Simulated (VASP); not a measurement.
# MgO (I4/mmm) in VASP: a series of runs

Runs on MgO. Level: r2SCAN. Tasks: single point.

All numbers are computed with VASP 6.6.1; they aren't measurements. Logs are shortened: lines on timing, memory, paths and dates and some standing lists are left out, and cuts for length are marked.

### Step 1. The cell of the first run

The structure is tetragonal, space group I4/mmm (No. 139). Conventional cell: a = 2.973 Å, b = 2.973 Å, c = 4.330 Å, α = 90.00°, β = 90.00°, γ = 90.00°. Mg (site symmetry 4/mmm) has 6 O at 2.10 to 2.17 Å within 2.8 Å. O (site symmetry 4/mmm) has 6 Mg at 2.10 to 2.17 Å within 2.8 Å.

### Step 2. Single point, r2SCAN (strain +0.0300 x Voigt [0, 0, 1, 0, 0, 0])

File POSCAR:

```
MgO
1.0
    0.0000000000      2.1021086852      2.1651719458
    2.1021086852      0.0000000000      2.1651719458
    2.1021086852      2.1021086852      0.0000000000
Mg O
1 1
Direct
    0.0000000000      0.0000000000      0.0000000000
    0.5000000000      0.5000000000      0.5000000000
```

File INCAR.step1:

```
  ALGO = Normal
  EDIFF = 1E-4
  ENCUT = 520
  GGA = PE
  ISMEAR = 0
  LASPH = True
  LCHARG = False
  LREAL = False
  LWAVE = True
  NBANDS = 11
  NELM = 60
  PREC = Accurate
  SIGMA = 0.05
```

File INCAR.step2:

```
  ALGO = Normal
  EDIFF = 1E-7
  ENCUT = 520
  ISIF = 2
  ISMEAR = 0
  ISTART = 1
  LASPH = True
  LCHARG = True
  LELF = True
  LMIXTAU = True
  LREAL = False
  LVHAR = True
  LWAVE = False
  METAGGA = R2SCAN
  NBANDS = 11
  NELM = 60
  PREC = Accurate
  SIGMA = 0.05
```

File KPOINTS:

```
k-points
0
Gamma
  10 10 10
```

Potentials or basis: VASP PAW PBE potentials, release 64 (Mg, O).

Command:

```
> cat potpaw_PBE.64/Mg/POTCAR potpaw_PBE.64/O/POTCAR > POTCAR
> cp INCAR.step1 INCAR
> mpirun -np 1 vasp_std > vasp.out
> cp INCAR.step2 INCAR
> mpirun -np 1 vasp_std > vasp.out
```

OUTCAR:

```text
EDIFF = 1E-7
   ENCUT = 520
   ISIF = 2
   ISMEAR = 0
   ISTART = 1
   LASPH = True
   LREAL = False
   METAGGA = R2SCAN
   NELM = 60
   PREC = Accurate

 ion  position               nearest neighbor table
   1  0.000  0.000  0.000-   2 2.10   2 2.10   2 2.10   2 2.10   2 2.17   2 2.17
   2  0.500  0.500  0.500-   1 2.10   1 2.10   1 2.10   1 2.10   1 2.17   1 2.17

  LATTYP: Found a body centered tetragonal cell.
 ALAT       =     2.9728306122
 C/A-ratio  =     1.4566399693

  Lattice vectors:

 A1 = (  -2.1021086852,   0.0000000000,   2.1651719458)
 A2 = (   2.1021086852,   0.0000000000,   2.1651719458)
 A3 = (   0.0000000000,   2.1021086852,  -2.1651719458)

Analysis of symmetry for initial positions (statically):
=====================================================================
 Subroutine PRICEL returns:
 Original cell was already a primitive cell.

 Routine SETGRP: Setting up the symmetry group for a
 body centered tetragonal supercell.

 Subroutine GETGRP returns: Found 16 space group operations
 (whereof 16 operations were pure point group operations)
 out of a pool of 16 trial point group operations.

The static configuration has the point symmetry D_4h.

Analysis of symmetry for dynamics (positions and initial velocities):
=====================================================================
 Subroutine PRICEL returns:
 Original cell was already a primitive cell.

 Routine SETGRP: Setting up the symmetry group for a
 body centered tetragonal supercell.

 Subroutine GETGRP returns: Found 16 space group operations
 (whereof 16 operations were pure point group operations)
 out of a pool of 16 trial point group operations.

The dynamic configuration has the point symmetry D_4h.

 Subroutine INISYM returns: Found 16 space group operations
 (whereof 16 operations are pure point group operations),
 and found     1 'primitive' translations

----------------------------------------------------------------------------------------

                                     Primitive cell

  volume of cell :      19.1352

  direct lattice vectors                    reciprocal lattice vectors
     0.000000000  2.102108685  2.165171946    -0.237856398  0.237856398  0.230928542
     2.102108685  0.000000000  2.165171946     0.237856398 -0.237856398  0.230928542
     2.102108685  2.102108685  0.000000000     0.237856398  0.237856398 -0.230928542

  length of vectors
     3.017752554  3.017752554  2.972830612     0.408018778  0.408018778  0.408018778

  position of ions in fractional coordinates (direct lattice)
[... 8 lines left out ...]
----------------------------------------------------------------------------------------

 KPOINTS: k-points

Automatic generation of k-mesh.
 Grid dimensions read from file:
 generate k-points for:   10   10   10

 Generating k-lattice:

  Cartesian coordinates                     Fractional coordinates (reciprocal lattice)
    -0.023785640  0.023785640  0.023092854     0.100000000  0.000000000  0.000000000
     0.023785640 -0.023785640  0.023092854     0.000000000  0.100000000  0.000000000
     0.023785640  0.023785640 -0.023092854    -0.000000000 -0.000000000  0.100000000

  Length of vectors
     0.040801878  0.040801878  0.040801878

  Shift w.r.t. Gamma in fractional coordinates (k-lattice)
     0.000000000  0.000000000  0.000000000

 Subroutine IBZKPT returns following result:
 ===========================================

 Found    102 irreducible k-points:

 Following reciprocal coordinates:
            Coordinates               Weight
  0.000000  0.000000  0.000000      1.000000
  0.100000 -0.000000  0.000000      8.000000
  0.200000 -0.000000  0.000000      8.000000
  0.300000  0.000000  0.000000      8.000000
  0.400000  0.000000  0.000000      8.000000
  0.500000 -0.000000  0.000000      4.000000
[... 16 lines left out ...]
  0.300000  0.300000  0.000000      2.000000
  0.400000  0.300000  0.000000      8.000000
 [... further k-points ...]
   k-points           NKPTS =    102   k-points in BZ     NKDIM =    102   number of bands    NBANDS=     11
   number of dos      NEDOS =    301   number of ions     NIONS =      2
   total plane-waves  NPLWV =  13824
   dimension x,y,z NGX =    24 NGY =   24 NGZ =   24
   dimension x,y,z NGXF=    48 NGYF=   48 NGZF=   48
   ions per type =               1   1
   NGX,Y,Z   is equivalent  to a cutoff of  13.22, 13.22, 13.42 a.u.
   NGXF,Y,Z  is equivalent  to a cutoff of  26.44, 26.44, 26.84 a.u.
 SYSTEM =  unknown system
   PREC   = accura    normal or accurate (medium, high low for compatibility)
   ISTART =      1    job   : 0-new  1-cont  2-samecut
   ICHARG =      0    charge: 1-file 2-atom 10-const
   ISPIN  =      1    spin polarized calculation?
   LNONCOLLINEAR =      F non collinear calculations
   LSORBIT =      F    spin-orbit coupling
   LASPH  =      T    aspherical Exc in radial PAW
   ENCUT  =  520.0 eV  38.22 Ry    6.18 a.u.   5.61  5.61  5.53*2*pi/ulx,y,z
   NELM   =     60;   NELMIN=  2; NELMDL=  0     # of ELM steps
   EDIFF  = 0.1E-06   stopping-criterion for ELM
   LREAL  =      F    real-space projection
   EDIFFG = 0.1E-05   stopping-criterion for IOM
   NSW    =      0    number of steps for IOM
   IBRION =     -1    ionic relax: 0-MD 1-quasi-New 2-CG
   NFREE  =      0    steps in history (QN), initial steepest desc. (CG)
   ISIF   =      2    stress and relaxation
   ISYM   =      2    0-nonsym 1-usesym 2-fastsym
   POTIM  = 0.5000    time-step for ionic-motion
   TEBEG  =    0.0;   TEEND  =   0.0 temperature during run
   PSTRESS=    0.0 pullay stress
   NELECT =       8.0000    total number of electrons
   NUPDOWN=      -1.0000    fix difference up-down
   EMIN   =  10.00;   EMAX   =-10.00  energy-range for DOS
   EFERMI =   0.00;   METHOD = LEGACY
   ISMEAR =     0;   SIGMA  =   0.05  broadening in eV -4-tet -1-fermi 0-gaus
   EFERMI_NEDOS =   21; number of points for ismear=-14 and -15
   IALGO  =     38    algorithm
   IMIX   =      4    mixing-type and parameters
     AMIX     =   0.40;   BMIX     =  1.00
     AMIX_MAG =   1.60;   BMIX_MAG =  1.00
  volume/ion in A,a.u.               =       9.57        64.57
  Fermi-wavevector in a.u.,A,eV,Ry     =   1.224129  2.313269 20.388225  1.498492
  Thomas-Fermi vector in A             =   2.359215
   LORBIT       =      0    0 simple, 1 ext, 2 COOP (PROOUT), +10 PAW based schemes
   METAGGA = R2SCAN    functional components
   LHFCALC =     F    Hartree Fock is set to
   AEXX    =    0.0000 exact exchange contribution
   IVDW    =     0    specifies the selected vdW correction
   LEPSILON=     F    determine dielectric tensor
   LRPA    =     F    only Hartree local field effects (RPA)
 non-spin polarized calculation
 Gauss-broadening in eV      SIGMA  =   0.05
  energy-cutoff  :      520.00
  volume of cell :       19.14
 maximum number of plane-waves:       533
 NGX is ok and might be reduce to    24
   NGX = 11   NGY = 11   NGZ = 11

 number of electron       8.0000003 magnetization

 Free energy of the ion-electron system (eV)
  ---------------------------------------------------
  ext. energy  EPLUGINS =         0.00000000
  ---------------------------------------------------
  free energy    TOTEN  =       -16.14369657 eV

  energy without entropy =      -16.14369657  energy(sigma->0) =      -16.14369657

 E-fermi :   2.9245     XC(G=0): -11.4708

 val. band max:        2.6418335535   @ k =   0.0000   0.0000   0.0000
 cond. band min:       7.9600716064   @ k =   0.0000   0.0000   0.0000
 fundamental gap:      5.3182380529
 Fermi energy:         2.9244950813

 k-point     1 :       0.0000    0.0000    0.0000
  band No.  band energies     occupation
      1     -15.4805      2.00000
      2       2.5790      2.00000
      3       2.5790      2.00000
      4       2.6418      2.00000
      5       7.9601      0.00000
      6      19.0952      0.00000
      7      19.4074      0.00000
      8      19.4074      0.00000
      9      23.3816      0.00000
     10      24.6404      0.00000
     11      25.6081      0.00000

 k-point     2 :       0.1000   -0.0000    0.0000
  band No.  band energies     occupation
      1     -15.3809      2.00000
      2       1.9760      2.00000
      3       2.5181      2.00000
      4       2.5504      2.00000
      5       8.5757      0.00000
      6      18.0607      0.00000
      7      19.4336      0.00000
      8      19.6586      0.00000
      9      23.9362      0.00000
     10      24.7921      0.00000
     11      25.0326      0.00000

 k-point     3 :       0.2000   -0.0000    0.0000
  band No.  band energies     occupation
      1     -15.1084      2.00000
      2       0.6866      2.00000
      3       2.3631      2.00000
      4       2.3659      2.00000
      5       9.7906      0.00000
      6      16.5428      0.00000
      7      19.8537      0.00000
      8      20.1987      0.00000
      9      23.3503      0.00000
     10      23.9732      0.00000
     11      25.9466      0.00000

 k-point     4 :       0.3000    0.0000    0.0000
  band No.  band energies     occupation
      1     -14.7438      2.00000
      2      -0.6123      2.00000
      3       2.1501      2.00000
      4       2.1798      2.00000
      5      10.7773      0.00000
      6      15.8427      0.00000
      7      19.8539      0.00000
      8      20.4073      0.00000
      9      23.9687      0.00000
     10      24.3063      0.00000
     11      25.3693      0.00000
[... 239 lines left out ...]
 k-point    22 :      -0.2000    0.2000    0.0000
  band No.  band energies     occupation
      1     -14.6212      2.00000
      2      -0.4994      2.00000
      3       1.3253      2.00000
      4       2.1763      2.00000
      5      11.7374      0.00000
      6      15.2368      0.00000
      7      18.6370      0.00000
      8      21.6170      0.00000
      9      22.1814      0.00000
     10      25.0500      0.00000
     11      28.0923      0.00000

 k-point    23 :       0.3000    0.3000    0.0000
  band No.  band energies     occupation
      1     -14.5964      2.00000
      2      -0.4819      2.00000
      3       1.7249      2.00000
      4       1.7249      2.00000
      5      12.1698      0.00000
      6      14.0723      0.00000
      7      17.6238      0.00000
      8      21.6958      0.00000
      9      21.6958      0.00000
     10      28.1422      0.00000
     11      30.6480      0.00000

 k-point    24 :       0.4000    0.3000    0.0000
  band No.  band energies     occupation
      1     -14.3712      2.00000
      2      -0.9100      2.00000
      3       1.3585      2.00000
      4       1.5883      2.00000
      5      12.9638      0.00000
      6      13.8148      0.00000
      7      16.8434      0.00000
      8      21.9771      0.00000
      9      22.1382      0.00000
     10      28.8282      0.00000
     11      30.2852      0.00000

 [... further k-points ...]
[... 5 lines left out ...]
  --------------------------------------------------------------------------------------
  -------------------------------------------------------------------------------------
  Total       -0.4527846     -0.4527846     -1.0550455      0.0000000      0.0000000     -0.0000000
  in kB      -37.9113713    -37.9113713    -88.3382995      0.0000000      0.0000000     -0.0000000
  external PRESSURE =     -54.7203474 kB  Pullay stress =       0.0000000 kB

 VOLUME and BASIS-vectors are now :
 -----------------------------------------------------------------------------
  energy-cutoff  :      520.00
  volume of cell :       19.14
      direct lattice vectors                 reciprocal lattice vectors
     0.000000000  2.102108685  2.165171946    -0.237856398  0.237856398  0.230928542
     2.102108685  0.000000000  2.165171946     0.237856398 -0.237856398  0.230928542
     2.102108685  2.102108685  0.000000000     0.237856398  0.237856398 -0.230928542

 POSITION                                       TOTAL-FORCE (eV/Angst)
 -----------------------------------------------------------------------------------
      0.00000      0.00000      0.00000         0.000000      0.000000      0.000000
      2.10211      2.10211      2.16517         0.000000      0.000000     -0.000000
 -----------------------------------------------------------------------------------
    total drift:                               -0.000000     -0.000000      0.000000

  FREE ENERGIE OF THE ION-ELECTRON SYSTEM (eV)
  ---------------------------------------------------
  free  energy   TOTEN  =       -16.1436965686 eV

  energy  without entropy=      -16.1436965686  energy(sigma->0) =      -16.14369657
```

It took 1.8 min on 1 thread of AMD EPYC 7R13 (Zen 3), shared host; peak memory 0.13 GiB.

What came out:

| Quantity | Value |
| --- | --- |
| Free energy | -16.1437 eV |
| Pressure | -5.5 GPa |
| Band gap on the k mesh | 5.32 eV, direct |

Caveat: the cell differs from its parent crystal (strain +0.0300 x Voigt [0, 0, 1, 0, 0, 0]); the PAW data sets were made with another functional, which shifts forces and pressure a little.

### Step 3. Single point, r2SCAN (strain +0.0450 x Voigt [0, 0, 1, 0, 0, 0])

File POSCAR:

```
MgO
1.0
    0.0000000000      2.1021086852      2.1967035760
    2.1021086852      0.0000000000      2.1967035760
    2.1021086852      2.1021086852      0.0000000000
Mg O
1 1
Direct
    0.0000000000      0.0000000000      0.0000000000
    0.5000000000      0.5000000000      0.5000000000
```

File INCAR.step1:

```
ALGO = Normal
EDIFF = 1E-4
ENCUT = 520
GGA = PE
ISMEAR = 0
LASPH = T
LCHARG = F
LREAL = F
LWAVE = T
NBANDS = 11
NELM = 80
PREC = Accurate
SIGMA = 0.05
```

File INCAR.step2:

```
ALGO = Normal
EDIFF = 1E-6
ENCUT = 520
ISIF = 2
ISMEAR = 0
ISTART = 1
LASPH = T
LCHARG = F
LMIXTAU = T
LREAL = F
LWAVE = F
METAGGA = R2SCAN
NBANDS = 11
NELM = 80
PREC = Accurate
SIGMA = 0.05
```

KPOINTS is that of step 2.

Potentials or basis: VASP PAW PBE potentials, release 64 (Mg, O).

Command:

```
> cat potpaw_PBE.64/Mg/POTCAR potpaw_PBE.64/O/POTCAR > POTCAR
> cp INCAR.step1 INCAR
> mpirun -np 1 vasp_std > vasp.out
> cp INCAR.step2 INCAR
> mpirun -np 1 vasp_std > vasp.out
```

It took 1.9 min on 1 thread of AMD EPYC 7R13 (Zen 3), shared host; peak memory 0.13 GiB.

It converged, with:

- Free energy: -16.1262 eV
- Pressure: -7.2 GPa
- Band gap on the k mesh: 5.15 eV, direct

Stress tensor (GPa, compression positive):
```
 -5.00   0.00   0.00
  0.00  -5.00   0.00
  0.00   0.00 -11.67
```

Levels at points of the mesh, in eV from the valence-band top:
```csv
k point,band 2,band 3,band 4,band 5,band 6,band 7
"(0.00, 0.00, 0.00)",-0.09,-0.09,0.00,5.15,16.26,16.72
"(0.50, 0.00, 0.00)",-4.50,-0.74,-0.65,8.48,13.27,16.52
"(0.50, 0.50, 0.00)",-4.09,-1.26,-1.26,10.23,10.64,13.41
"(0.50, 0.00, 0.50)",-3.96,-1.58,-1.30,9.78,10.57,14.00
```

Caveat: the cell differs from its parent crystal (strain +0.0450 x Voigt [0, 0, 1, 0, 0, 0]); the PAW data sets were made with another functional, which shifts forces and pressure a little.
